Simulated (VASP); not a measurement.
# KF (Fmmm) in VASP: further runs

The runs below take KF through single point, with LDA.

Everything below comes from runs of VASP 6.6.1. Logs are shortened: lines on timing, memory, paths and dates and some standing lists are left out, and cuts for length are marked.

## 1. The cell of the first run

The structure is orthorhombic, space group Fmmm (No. 69). Conventional cell: a = 4.583 Å, b = 4.892 Å, c = 5.163 Å, α = 90.00°, β = 90.00°, γ = 90.00°. Within 3.0 Å of K (site symmetry mmm) lie 6 F at 2.29 to 2.58 Å. F (site symmetry mmm) has 6 K at 2.29 to 2.58 Å within 3.0 Å.

## 2. Single point, LDA (normal strain along x -0.0525, normal strain along z -0.1125)

INCAR reads:

```
SYSTEM = KF
PREC = Accurate
ENCUT = 520
EDIFF = 1E-6
ISMEAR = 0
SIGMA = 0.05
LREAL = .FALSE.
LASPH = .TRUE.
NELM = 100
ALGO = Normal
ISIF = 2
LWAVE = .FALSE.
LCHARG = .FALSE.
GGA = CA
NBANDS = 15
```

KPOINTS reads:

```
Automatic mesh
0
G
  8 8 8
  0 0 0
```

POSCAR reads:

```
KF
1.0
    0.0000000000      2.5817196783      2.2912762145
    2.4461793952      0.0000000000      2.2912762145
    2.4461793952      2.5817196783      0.0000000000
K F
1 1
Direct
    0.0000000000      0.0000000000      0.0000000000
    0.5000000000      0.5000000000      0.5000000000
```

Potentials or basis: VASP PAW LDA potentials, release 64 (K_sv, F).

Run with:

```console
$ cat potpaw_LDA.64/K_sv/POTCAR potpaw_LDA.64/F/POTCAR > POTCAR
$ mpirun -np 1 vasp_std > vasp.out
```

OUTCAR:

```text
SYSTEM = KF
   PREC = Accurate
   ENCUT = 520
   EDIFF = 1E-6
   ISMEAR = 0
   LREAL = .FALSE.
   LASPH = .TRUE.
   NELM = 100
   ISIF = 2
   GGA = CA

 ion  position               nearest neighbor table
   1  0.000  0.000  0.000-   2 2.29   2 2.29   2 2.45   2 2.45   2 2.58   2 2.58
   2  0.500  0.500  0.500-   1 2.29   1 2.29   1 2.45   1 2.45   1 2.58   1 2.58

  LATTYP: Found a face centered orthorhombic cell.
 ALAT       =     4.5825524290
 B/A-ratio  =     1.0676056338
 C/A-ratio  =     1.1267605634

  Lattice vectors:

 A1 = (   2.4461793952,   2.5817196783,   0.0000000000)
 A2 = (   0.0000000000,   2.5817196783,   2.2912762145)
 A3 = (   2.4461793952,   0.0000000000,   2.2912762145)

Analysis of symmetry for initial positions (statically):
=====================================================================
 Subroutine PRICEL returns:
 Original cell was already a primitive cell.

 Routine SETGRP: Setting up the symmetry group for a
 face centered orthorhombic supercell.

 Subroutine GETGRP returns: Found  8 space group operations
 (whereof  8 operations were pure point group operations)
 out of a pool of  8 trial point group operations.

The static configuration has the point symmetry D_2h.

Analysis of symmetry for dynamics (positions and initial velocities):
=====================================================================
 Subroutine PRICEL returns:
 Original cell was already a primitive cell.

 Routine SETGRP: Setting up the symmetry group for a
 face centered orthorhombic supercell.

 Subroutine GETGRP returns: Found  8 space group operations
 (whereof  8 operations were pure point group operations)
 out of a pool of  8 trial point group operations.

The dynamic configuration has the point symmetry D_2h.

 Subroutine INISYM returns: Found  8 space group operations
 (whereof  8 operations are pure point group operations),
 and found     1 'primitive' translations

----------------------------------------------------------------------------------------

                                     Primitive cell

  volume of cell :      28.9404

  direct lattice vectors                    reciprocal lattice vectors
     0.000000000  2.581719678  2.291276214    -0.204400381  0.193669361  0.218218998
     2.446179395  0.000000000  2.291276214     0.204400381 -0.193669361  0.218218998
     2.446179395  2.581719678  0.000000000     0.204400381  0.193669361 -0.218218998

  length of vectors
     3.451843448  3.351677241  3.556553125     0.356239903  0.356239903  0.356239903

  position of ions in fractional coordinates (direct lattice)
     0.000000000  0.000000000  0.000000000
     0.500000000  0.500000000  0.500000000

  ion indices of the primitive-cell ions
   primitive index   ion index
                 1           1
                 2           2

----------------------------------------------------------------------------------------

 KPOINTS: Automatic mesh

Automatic generation of k-mesh.
 Grid dimensions read from file:
 generate k-points for:    8    8    8

 Generating k-lattice:

  Cartesian coordinates                     Fractional coordinates (reciprocal lattice)
    -0.025550048  0.024208670  0.027277375     0.125000000  0.000000000  0.000000000
     0.025550048 -0.024208670  0.027277375     0.000000000  0.125000000  0.000000000
     0.025550048  0.024208670 -0.027277375     0.000000000  0.000000000  0.125000000

  Length of vectors
     0.044529988  0.044529988  0.044529988

  Shift w.r.t. Gamma in fractional coordinates (k-lattice)
     0.000000000  0.000000000  0.000000000

 Subroutine IBZKPT returns following result:
 ===========================================

 Found     95 irreducible k-points:

 Following reciprocal coordinates:
            Coordinates               Weight
  0.000000  0.000000  0.000000      1.000000
  0.125000  0.000000  0.000000      8.000000
  0.250000  0.000000  0.000000      8.000000
  0.375000  0.000000  0.000000      8.000000
  0.500000  0.000000  0.000000      4.000000
  0.125000  0.125000  0.000000      2.000000
[... 16 lines left out ...]
  0.250000  0.000000  0.125000      8.000000
  0.375000  0.000000  0.125000      8.000000
 [... further k-points ...]
   k-points           NKPTS =     95   k-points in BZ     NKDIM =     95   number of bands    NBANDS=     15
   number of dos      NEDOS =    301   number of ions     NIONS =      2
   total plane-waves  NPLWV =  21952
   dimension x,y,z NGX =    28 NGY =   28 NGZ =   28
   dimension x,y,z NGXF=    56 NGYF=   56 NGZF=   56
   ions per type =               1   1
   NGX,Y,Z   is equivalent  to a cutoff of  13.49, 13.89, 13.09 a.u.
   NGXF,Y,Z  is equivalent  to a cutoff of  26.97, 27.78, 26.18 a.u.
 SYSTEM =  KF
   PREC   = accura    normal or accurate (medium, high low for compatibility)
   ISTART =      0    job   : 0-new  1-cont  2-samecut
   ICHARG =      2    charge: 1-file 2-atom 10-const
   ISPIN  =      1    spin polarized calculation?
   LNONCOLLINEAR =      F non collinear calculations
   LSORBIT =      F    spin-orbit coupling
   LASPH  =      T    aspherical Exc in radial PAW
   ENCUT  =  520.0 eV  38.22 Ry    6.18 a.u.   6.42  6.23  6.61*2*pi/ulx,y,z
   NELM   =    100;   NELMIN=  2; NELMDL= -5     # of ELM steps
   EDIFF  = 0.1E-05   stopping-criterion for ELM
   LREAL  =      F    real-space projection
[... 7 lines left out ...]
   TEBEG  =    0.0;   TEEND  =   0.0 temperature during run
   PSTRESS=    0.0 pullay stress
   NELECT =      16.0000    total number of electrons
   NUPDOWN=      -1.0000    fix difference up-down
   EMIN   =  10.00;   EMAX   =-10.00  energy-range for DOS
   EFERMI =   0.00;   METHOD = LEGACY
   ISMEAR =     0;   SIGMA  =   0.05  broadening in eV -4-tet -1-fermi 0-gaus
   EFERMI_NEDOS =   21; number of points for ismear=-14 and -15
   IALGO  =     38    algorithm
   IMIX   =      4    mixing-type and parameters
     AMIX     =   0.40;   BMIX     =  1.00
     AMIX_MAG =   1.60;   BMIX_MAG =  1.00
  volume/ion in A,a.u.               =      14.47        97.65
  Fermi-wavevector in a.u.,A,eV,Ry     =   1.343631  2.539094 24.563185  1.805343
  Thomas-Fermi vector in A             =   2.471689
   LORBIT       =      0    0 simple, 1 ext, 2 COOP (PROOUT), +10 PAW based schemes
   GGA     = CA    functional components
   LHFCALC =     F    Hartree Fock is set to
   AEXX    =    0.0000 exact exchange contribution
   IVDW    =     0    specifies the selected vdW correction
   LEPSILON=     F    determine dielectric tensor
   LRPA    =     F    only Hartree local field effects (RPA)
 non-spin polarized calculation
 Gauss-broadening in eV      SIGMA  =   0.05
  energy-cutoff  :      520.00
  volume of cell :       28.94
 maximum number of plane-waves:       794
 NGX is ok and might be reduce to    28
   NGX = 13   NGY = 13   NGZ = 13

 number of electron      16.0000008 magnetization

 Free energy of the ion-electron system (eV)
  ---------------------------------------------------
  ext. energy  EPLUGINS =         0.00000000
  ---------------------------------------------------
  free energy    TOTEN  =        -8.75312283 eV

  energy without entropy =       -8.75312283  energy(sigma->0) =       -8.75312283

 E-fermi :  -1.4286     XC(G=0): -10.4554

 val. band max:       -1.7270309624   @ k =   0.5000   0.5000   0.0000
 cond. band min:       5.0313226762   @ k =   0.0000   0.0000   0.0000
 fundamental gap:      6.7583536386
 Fermi energy:        -1.4286040671

 k-point     1 :       0.0000    0.0000    0.0000
  band No.  band energies     occupation
      1     -27.3682      2.00000
      2     -20.5798      2.00000
      3     -10.5939      2.00000
      4     -10.4105      2.00000
      5     -10.4035      2.00000
      6      -2.4658      2.00000
      7      -2.3007      2.00000
      8      -1.8996      2.00000
      9       5.0313      0.00000
     10       8.5031      0.00000
     11       8.9513      0.00000
     12       9.4396      0.00000
     13      10.5241      0.00000
     14      11.8871      0.00000
     15      15.9353      0.00000

 k-point     2 :       0.1250    0.0000    0.0000
  band No.  band energies     occupation
      1     -27.3142      2.00000
      2     -20.6490      2.00000
      3     -10.5794      2.00000
      4     -10.4615      2.00000
      5     -10.4296      2.00000
      6      -2.5902      2.00000
      7      -2.4385      2.00000
      8      -2.1001      2.00000
      9       5.5714      0.00000
     10       8.5566      0.00000
     11       9.0698      0.00000
     12       9.5430      0.00000
     13      10.7907      0.00000
     14      12.1604      0.00000
     15      16.9789      0.00000

 k-point     3 :       0.2500    0.0000    0.0000
  band No.  band energies     occupation
      1     -27.1788      2.00000
      2     -20.8213      2.00000
      3     -10.6745      2.00000
      4     -10.4913      2.00000
      5     -10.4480      2.00000
      6      -2.9525      2.00000
      7      -2.6924      2.00000
      8      -2.5131      2.00000
      9       6.7955      0.00000
     10       8.4385      0.00000
     11       9.7611      0.00000
     12      10.2158      0.00000
     13      11.5826      0.00000
     14      12.8688      0.00000
     15      18.7012      0.00000
[... 343 lines left out ...]
 k-point    23 :       0.2500    0.0000    0.1250
  band No.  band energies     occupation
      1     -27.2209      2.00000
      2     -20.7179      2.00000
      3     -10.7298      2.00000
      4     -10.6308      2.00000
      5     -10.5158      2.00000
      6      -2.9723      2.00000
      7      -2.4407      2.00000
      8      -2.0830      2.00000
      9       6.7806      0.00000
     10       7.7168      0.00000
     11      10.0536      0.00000
     12      10.4569      0.00000
     13      11.2019      0.00000
     14      12.4161      0.00000
     15      18.6789      0.00000

 k-point    24 :       0.3750    0.0000    0.1250
  band No.  band energies     occupation
      1     -27.0821      2.00000
      2     -20.8866      2.00000
      3     -10.8992      2.00000
      4     -10.6255      2.00000
      5     -10.5504      2.00000
      6      -3.1296      2.00000
      7      -2.7229      2.00000
      8      -2.4909      2.00000
      9       7.5488      0.00000
     10       8.4444      0.00000
     11      10.5312      0.00000
     12      11.2168      0.00000
     13      12.2803      0.00000
     14      13.2853      0.00000
     15      18.0083      0.00000

 [... further k-points ...]
[... 5 lines left out ...]
  --------------------------------------------------------------------------------------
  -------------------------------------------------------------------------------------
  Total        2.1532600      0.7070073      5.1212208      0.0000000      0.0000000      0.0000000
  in kB      119.2071291     39.1407966    283.5170953      0.0000000      0.0000000      0.0000000
  external PRESSURE =     147.2883403 kB  Pullay stress =       0.0000000 kB

 VOLUME and BASIS-vectors are now :
 -----------------------------------------------------------------------------
  energy-cutoff  :      520.00
  volume of cell :       28.94
      direct lattice vectors                 reciprocal lattice vectors
     0.000000000  2.581719678  2.291276214    -0.204400381  0.193669361  0.218218998
     2.446179395  0.000000000  2.291276214     0.204400381 -0.193669361  0.218218998
     2.446179395  2.581719678  0.000000000     0.204400381  0.193669361 -0.218218998

 POSITION                                       TOTAL-FORCE (eV/Angst)
 -----------------------------------------------------------------------------------
      0.00000      0.00000      0.00000         0.000000      0.000000      0.000000
      2.44618      2.58172      2.29128         0.000000      0.000000      0.000000
 -----------------------------------------------------------------------------------
    total drift:                                0.000000      0.000000      0.000000

  FREE ENERGIE OF THE ION-ELECTRON SYSTEM (eV)
  ---------------------------------------------------
  free  energy   TOTEN  =        -8.7531228342 eV

  energy  without entropy=       -8.7531228342  energy(sigma->0) =       -8.75312283
```

It took 75 s on 1 thread of Intel Xeon 8259CL, shared host; peak memory 0.17 GiB.

What came out:

| Quantity | Value |
| --- | --- |
| Free energy | -8.7531 eV |
| Pressure | 14.7 GPa |
| Band gap on the k mesh | 6.76 eV (least direct gap 6.93 eV) |

Levels at points of the mesh, in eV from the valence-band top:
| k point | band 6 | band 7 | band 8 | band 9 | band 10 | band 11 |
| --- | --- | --- | --- | --- | --- | --- |
| (0.00, 0.00, 0.00) | -0.74 | -0.57 | -0.17 | 6.76 | 10.23 | 10.68 |
| (0.50, 0.00, 0.00) | -1.76 | -1.27 | -1.26 | 9.32 | 11.82 | 12.48 |
| (0.50, 0.50, 0.00) | -0.67 | -0.42 | 0.00 | 7.14 | 11.35 | 13.72 |
| (0.50, 0.00, 0.50) | -0.70 | -0.54 | -0.09 | 7.67 | 11.28 | 12.69 |
| (0.00, 0.50, 0.50) | -0.73 | -0.44 | -0.03 | 7.50 | 11.13 | 13.15 |

Caveat: the cell differs from its parent crystal (normal strain along x -0.0525, normal strain along z -0.1125); the stress differs along the axes, from 4 to 28 GPa. A k mesh can miss the band edges.

## 3. Single point, LDA (normal strain along x -0.0350, normal strain along z -0.1125)

INCAR reads:

```
SYSTEM = KF
PREC = Accurate
ENCUT = 520
EDIFF = 1E-7
ISMEAR = 0
SIGMA = 0.05
LREAL = .False.
LASPH = .True.
NELM = 60
ALGO = Normal
ISIF = 2
LWAVE = .False.
LCHARG = .False.
GGA = CA
NBANDS = 15
```

KPOINTS reads:

```
Automatic mesh
0
Gamma
  8 8 8
  0 0 0
```

POSCAR reads:

```
KF
1.0
    0.0000000000      2.5817196783      2.2912762145
    2.4913594896      0.0000000000      2.2912762145
    2.4913594896      2.5817196783      0.0000000000
K F
1 1
Direct
    0.0000000000      0.0000000000      0.0000000000
    0.5000000000      0.5000000000      0.5000000000
```

Potentials or basis: VASP PAW LDA potentials, release 64 (K_sv, F).

Run with:

```console
$ cat potpaw_LDA.64/K_sv/POTCAR potpaw_LDA.64/F/POTCAR > POTCAR
$ mpirun -np 1 vasp_std > vasp.out
```

Wall time 80 s (1 thread of Intel Xeon 8259CL, shared host); peak memory 0.17 GiB.

Results (log left out):

```yaml
Free_energy: -8.7873 eV
Pressure: 13.0 GPa
Band_gap_on_the_k_mesh: 6.64 eV (least direct gap 6.78 eV)
```

Stress tensor (GPa, compression positive):
```
 8.21  0.00  0.00
 0.00  3.52  0.00
 0.00  0.00 27.34
```

Levels at points of the mesh, in eV from the valence-band top:
```tsv
k point	band 6	band 7	band 8	band 9	band 10	band 11
(0.00, 0.00, 0.00)	-0.71	-0.62	-0.14	6.64	10.26	10.56
(0.50, 0.00, 0.00)	-1.73	-1.24	-1.23	9.25	11.67	12.37
(0.50, 0.50, 0.00)	-0.64	-0.49	0.00	7.13	11.26	13.61
(0.50, 0.00, 0.50)	-0.69	-0.60	-0.07	7.67	11.12	12.57
(0.00, 0.50, 0.50)	-0.71	-0.53	-0.03	7.56	11.02	12.87
```

Caveat: the cell differs from its parent crystal (normal strain along x -0.0350, normal strain along z -0.1125); the stress differs along the axes, from 4 to 27 GPa.
